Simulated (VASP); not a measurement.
**TiSe2: single point with PBE**

The system is TiSe2, a slab with vacuum.

```
CELL_PARAMETERS angstrom
3.53600 0.00000 0.00000
-1.76800 3.06227 0.00000
0.00000 0.00000 18.06444
ATOMIC_POSITIONS crystal
Se 0.66667 0.33333 0.41518
Se 0.33333 0.66667 0.58482
Ti 0.00000 0.00000 0.49945
```

| Property | Result |
| --- | --- |
| Program | VASP 6.6.1 |
| Task | single point |
| Functional | PBE |
| Potentials or basis | VASP PAW PBE potentials, release 64 (Se, Ti_sv) |
| Cutoff | 400 eV |
| k mesh | 17 × 17 × 1 |
| Occupations | gaussian, width 0.02 eV |
| Spin | no spin polarisation |
| Dipole correction | no |
| Further INCAR settings | ALGO = Normal; EDIFF = 1e-06; NBANDS = 19; NELMDL = -8 |

The largest force is 0.283 eV/Å and the band gap on the k mesh is zero (bands 12 and 13 overlap by 0.45 eV).

Forces in eV/Å, atoms in the order of the input:
```
Se   0.000  0.000 -0.283
Se   0.000  0.000  0.163
Ti   0.000  0.000  0.120
```

Levels at points of the mesh, in eV from the Fermi level:
```csv
k point,band 8,band 9,band 10,band 11,band 12,band 13,band 14,band 15,band 16,band 17
"(0.00, 0.00, 0.00)",-2.27,-2.27,-1.40,0.42,0.42,0.44,0.44,0.82,3.51,3.51
```

Run time: 2 min on 1 thread of Intel Xeon 8259CL (shared host), peak memory 0.29 GiB.

Caveat: there is no dipole correction, which matters where the two faces differ.
